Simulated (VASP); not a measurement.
# MnSb (Fm-3m) in VASP: settings compared, part 3 of 3

VASP 6.6.1. The steps go on from the part before.

**4. Single point, PBE, collinear spin, ferromagnetic start**

Input file INCAR:

```
SYSTEM = MnSb
PREC = Accurate
ENCUT = 520
EDIFF = 1E-6
ISMEAR = -1
SIGMA = 0.05
LREAL = .False.
LASPH = .True.
NELM = 150
ALGO = Normal
ISIF = 2
LWAVE = .False.
LCHARG = .False.
ISPIN = 2
MAGMOM = 0 1
LORBIT = 11
NUPDOWN = 1.0
LMAXMIX = 4
GGA = PE
NBANDS = 20
```

Input file KPOINTS:

```
Automatic mesh
0
Gamma
  7 7 7
  0 0 0
```

Input file POSCAR:

```
MnSb
1.0
    0.0000000000      2.7950160000      2.7950160000
    2.7950160000      0.0000000000      2.7950160000
    2.7950160000      2.7950160000      0.0000000000
Sb Mn
1 1
Direct
    0.5000000000      0.5000000000      0.5000000000
    0.0000000000      0.0000000000      0.0000000000
```

Command:

```console
> cat potpaw_PBE.64/Sb/POTCAR potpaw_PBE.64/Mn_pv/POTCAR > POTCAR
> mpirun -np 1 vasp_std > vasp.out
```

Run time: 45 s. Hardware: 1 thread of Intel Xeon Platinum 8375C at 2.90GHz (Ice Lake), shared host; peak memory 0.2 GiB.

It converged, with:

| Item | Value |
| --- | --- |
| Free energy | -11.5838 eV |
| Pressure | -12.1 GPa |
| Net moment | 1.00 μB per cell |
| Site moments | Sb -0.13; Mn +1.25 μB |
| Valence electrons inside the program's atomic spheres | Sb 2.40; Mn 11.55 |

Caveat: the total moment is fixed, so each spin has its own Fermi level; a cell with one magnetic atom can't hold antiferromagnetic order, which such compounds often take.

**5. Single point, PBE, collinear spin, ferromagnetic start**

Input file INCAR:

```
ALGO = Normal
EDIFF = 1E-6
ENCUT = 520
GGA = PE
ISIF = 2
ISMEAR = -1
ISPIN = 2
LASPH = T
LCHARG = F
LMAXMIX = 4
LORBIT = 11
LREAL = F
LWAVE = F
MAGMOM = 0 2
NBANDS = 20
NELM = 150
NUPDOWN = 2.0
PREC = Accurate
SIGMA = 0.05
```

Input file KPOINTS:

```
k-points
0
Gamma
  7 7 7
```

POSCAR is that of step 4.

Potentials or basis: VASP PAW PBE potentials, release 64 (Sb, Mn_pv).

Command:

```console
> cat potpaw_PBE.64/Sb/POTCAR potpaw_PBE.64/Mn_pv/POTCAR > POTCAR
> mpirun -np 1 vasp_std > vasp.out
```

OUTCAR:

```text
EDIFF = 1E-6
   ENCUT = 520
   GGA = PE
   ISIF = 2
   ISMEAR = -1
   ISPIN = 2
   LASPH = T
   LORBIT = 11
   LREAL = F
   NELM = 150
   NUPDOWN = 2.0
   PREC = Accurate

 ion  position               nearest neighbor table
   1  0.500  0.500  0.500-   2 2.80   2 2.80   2 2.80   2 2.80   2 2.80   2 2.80
   2  0.000  0.000  0.000-   1 2.80   1 2.80   1 2.80   1 2.80   1 2.80   1 2.80

  LATTYP: Found a face centered cubic cell.
 ALAT       =     5.5900320000

  Lattice vectors:

 A1 = (   0.0000000000,   2.7950160000,   2.7950160000)
 A2 = (   2.7950160000,   0.0000000000,   2.7950160000)
 A3 = (   2.7950160000,   2.7950160000,   0.0000000000)

Analysis of symmetry for initial positions (statically):
=====================================================================
 Subroutine PRICEL returns:
[... 653 lines left out ...]
  band No.  band energies     occupation
      1     -39.1806      1.00000
      2     -39.1806      1.00000
      3     -39.1806      1.00000
      4      -4.0604      1.00000
      5       7.2875      0.99999
      6       7.2876      0.99999
[... 449 lines left out ...]
     19      23.3272      0.00000
     20      23.4176      0.00000

------------------------ aborting loop because EDIFF is reached ----------------------------------------

  FORCE on cell =-STRESS in cart. coord.  units (eV):
  Direction    XX          YY          ZZ          XY          YZ          ZX
  --------------------------------------------------------------------------------------
  -------------------------------------------------------------------------------------
  Total       -2.5586529     -2.5586529     -2.5586529     -0.0000000     -0.0000000      0.0000000
  in kB      -93.8726487    -93.8726487    -93.8726487     -0.0000000     -0.0000000      0.0000000
  external PRESSURE =     -93.8726487 kB  Pullay stress =       0.0000000 kB

 VOLUME and BASIS-vectors are now :
 -----------------------------------------------------------------------------
  energy-cutoff  :      520.00
  volume of cell :       43.67
      direct lattice vectors                 reciprocal lattice vectors
     0.000000000  2.795016000  2.795016000    -0.178889853  0.178889853  0.178889853
     2.795016000  0.000000000  2.795016000     0.178889853 -0.178889853  0.178889853
     2.795016000  2.795016000  0.000000000     0.178889853  0.178889853 -0.178889853

 POSITION                                       TOTAL-FORCE (eV/Angst)
 -----------------------------------------------------------------------------------
      2.79502      2.79502      2.79502        -0.000000      0.000000      0.000000
      0.00000      0.00000      0.00000         0.000000     -0.000000      0.000000
 -----------------------------------------------------------------------------------
    total drift:                               -0.000000      0.000000      0.000000

  FREE ENERGIE OF THE ION-ELECTRON SYSTEM (eV)
  ---------------------------------------------------
  free  energy   TOTEN  =       -12.1073684685 eV

  energy  without entropy=      -12.0726397958  energy(sigma->0) =      -12.09000413

 total charge

# of ion       s       p       d       tot
------------------------------------------
    1        1.129   1.244   0.045   2.418
    2        0.260   6.147   5.127  11.535
--------------------------------------------------
tot          1.389   7.391   5.172  13.952

 magnetization (x)

# of ion       s       p       d       tot
------------------------------------------
    1       -0.010  -0.181  -0.007  -0.198
    2        0.030  -0.006   2.304   2.327
--------------------------------------------------
tot          0.020  -0.188   2.297   2.129
```

OSZICAR:

```text
N       E                     dE             d eps       ncg     rms          rms(c)
DAV:   1     0.130502442527E+03    0.13050E+03   -0.93967E+03  1616   0.895E+02
DAV:   2    -0.801556087233E+01   -0.13852E+03   -0.13297E+03  1652   0.253E+02
DAV:   3    -0.131048629297E+02   -0.50893E+01   -0.50041E+01  1896   0.536E+01
DAV:   4    -0.131734246024E+02   -0.68562E-01   -0.68525E-01  1796   0.629E+00
DAV:   5    -0.131751467211E+02   -0.17221E-02   -0.17221E-02  1816   0.100E+00    0.108E+01
DAV:   6    -0.160978174787E+02   -0.29227E+01   -0.10957E+01  1748   0.420E+01    0.215E+01
DAV:   7    -0.120752398881E+02    0.40226E+01   -0.87746E+00  1728   0.316E+01    0.315E+00
DAV:   8    -0.121050218583E+02   -0.29782E-01   -0.16948E-01  1752   0.259E+00    0.116E+00
DAV:   9    -0.121066841848E+02   -0.16623E-02   -0.14000E-02  1768   0.979E-01    0.400E-01
DAV:  10    -0.121071987971E+02   -0.51461E-03   -0.22002E-03  1792   0.390E-01    0.164E-01
DAV:  11    -0.121073505637E+02   -0.15177E-03   -0.28530E-04  1748   0.129E-01    0.864E-02
DAV:  12    -0.121073652954E+02   -0.14732E-04   -0.19120E-05  1772   0.355E-02    0.391E-02
DAV:  13    -0.121073670363E+02   -0.17409E-05   -0.81183E-06  1708   0.185E-02    0.149E-02
DAV:  14    -0.121073685163E+02   -0.14800E-05   -0.40051E-06  1744   0.141E-02    0.363E-03
DAV:  15    -0.121073684685E+02    0.47822E-07   -0.20964E-07   900   0.360E-03
   1 F= -.12107368E+02 E0= -.12090004E+02  d E =-.347287E-01  mag=     2.0000
```

stdout:

```text
POSCAR found type information on POSCAR SbMn
 POSCAR found :  2 types and       2 ions
 scaLAPACK will be used
 LDA part: xc-table for (Slater+PW92), standard interpolation
 POSCAR, INCAR and KPOINTS ok, starting setup
 FFT: planning ... GRIDC
 FFT: planning ... GRID_SOFT
 FFT: planning ... GRID
 WAVECAR not read
 entering main loop
```

Run time: 50 s. Hardware: 1 thread of Intel Xeon Platinum 8375C at 2.90GHz (Ice Lake), shared host; peak memory 0.2 GiB.

Results:

```yaml
Free_energy: -12.1074 eV
Pressure: -9.4 GPa
Net_moment: 2.00 μB per cell
Site_moments: Sb -0.20; Mn +2.33 μB
Valence_electrons_inside_the_program's_atomic_spheres: Sb 2.42; Mn 11.54
```

Caveat: the total moment is fixed, so each spin has its own Fermi level; a cell with one magnetic atom can't hold antiferromagnetic order, which such compounds often take.

**6. Single point, PBE, collinear spin, ferromagnetic start**

Input file INCAR:

```
SYSTEM = MnSb
  PREC = Accurate
  ENCUT = 520
  EDIFF = 1E-6
  ISMEAR = -1
  SIGMA = 0.05
  LREAL = .FALSE.
  LASPH = .TRUE.
  NELM = 150
  ALGO = Normal
  ISIF = 2
  LWAVE = .FALSE.
  LCHARG = .TRUE.
  ISPIN = 2
  MAGMOM = 0 3
  LORBIT = 11
  NUPDOWN = 3.0
  LMAXMIX = 4
  GGA = PE
  LELF = .TRUE.
  LVHAR = .TRUE.
  NBANDS = 20
```

Input file KPOINTS:

```
Automatic mesh
0
G
  7 7 7
  0 0 0
```

POSCAR is that of step 5.

Potentials or basis: VASP PAW PBE potentials, release 64 (Sb, Mn_pv).

Command:

```console
> cat potpaw_PBE.64/Sb/POTCAR potpaw_PBE.64/Mn_pv/POTCAR > POTCAR
> mpirun -np 1 vasp_std > vasp.out
```

It took 42 s on 1 thread of Intel Xeon Platinum 8375C at 2.90GHz (Ice Lake), shared host; peak memory 0.19 GiB.

It converged, with:

```
Free energy                                           : -12.6352 eV
Pressure                                              : -4.9 GPa
Net moment                                            : 3.00 μB per cell
Site moments                                          : Sb -0.20; Mn +3.23 μB
Valence electrons inside the program's atomic spheres : Sb 2.44; Mn 11.50
```

Caveat: the total moment is fixed, so each spin has its own Fermi level; a cell with one magnetic atom can't hold antiferromagnetic order, which such compounds often take.

**7. Overview**

```csv
level,spin,fixed moment (μB),k mesh,smearing,pressure (GPa),moment (μB)
PBEsol,"collinear, ferromagnetic start",-,8 × 8 × 8,gaussian 0.02 eV,-3.9,3.86
PBE,"collinear, zero start",0.0,7 × 7 × 7,fermi-dirac 0.05 eV,-14.0,0.00
PBE,"collinear, ferromagnetic start",1.0,7 × 7 × 7,fermi-dirac 0.05 eV,-12.1,1.00
PBE,"collinear, ferromagnetic start",2.0,7 × 7 × 7,fermi-dirac 0.05 eV,-9.4,2.00
PBE,"collinear, ferromagnetic start",3.0,7 × 7 × 7,fermi-dirac 0.05 eV,-4.9,3.00
```

Alike in all rows: task single point; potentials or basis VASP PAW PBE potentials, release 64 (Sb, Mn_pv); cell a = 3.953 Å, angles 60.0°, 2 atoms; cutoff (eV) 520.

Caveats: a cell with one magnetic atom can't hold antiferromagnetic order, which such compounds often take (some runs); the total moment is fixed, so each spin has its own Fermi level (some runs); the PAW data sets were made with another functional, which shifts forces and pressure a little (some runs).

Absolute energies hang on the potentials; compare differences alone.
